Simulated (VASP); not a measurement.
Here is a VASP 6.6.1 calculation.

Contents of INCAR:

```
PREC = Accurate
ENCUT = 520
EDIFF = 1E-6
ISMEAR = 0
SIGMA = 0.15
LREAL = F
LASPH = T
NELM = 60
ALGO = Normal
ISIF = 2
LWAVE = F
LCHARG = F
GGA = PE
NBANDS = 18
```

Contents of KPOINTS:

```
Automatic mesh
0
Gamma
  12 12 12
```

Contents of POSCAR:

```
BiTe
1.0
    2.4227077728      1.3987509848      3.3172919545
   -2.4227077728      1.3987509848      3.3172919545
    0.0000000000     -2.7975019696      3.3172919545
Bi Te
1 1
Direct
    0.4279855330      0.5000000000      0.5000000000
    0.0000000000      0.0000000000      0.0000000000
```

Potentials or basis: VASP PAW PBE potentials, release 64 (Bi_d, Te).

The run is started by

```sh
$ cat potpaw_PBE.64/Bi_d/POTCAR potpaw_PBE.64/Te/POTCAR > POTCAR
$ mpirun -np 1 vasp_std > vasp.out
```

Predict the pressure.

1.3 GPa.

What does it give for the largest force?

0.570 eV/Å.

Forces on the atoms (eV/Å):
```
Bi   0.397  0.229  0.339
Te  -0.397 -0.229 -0.339
```

Caveat: the cell differs from its parent crystal (all Bi atoms moved +0.312 Å, as atom 1 towards its neighbour atom 1 (Bi) at 4.339 Å).
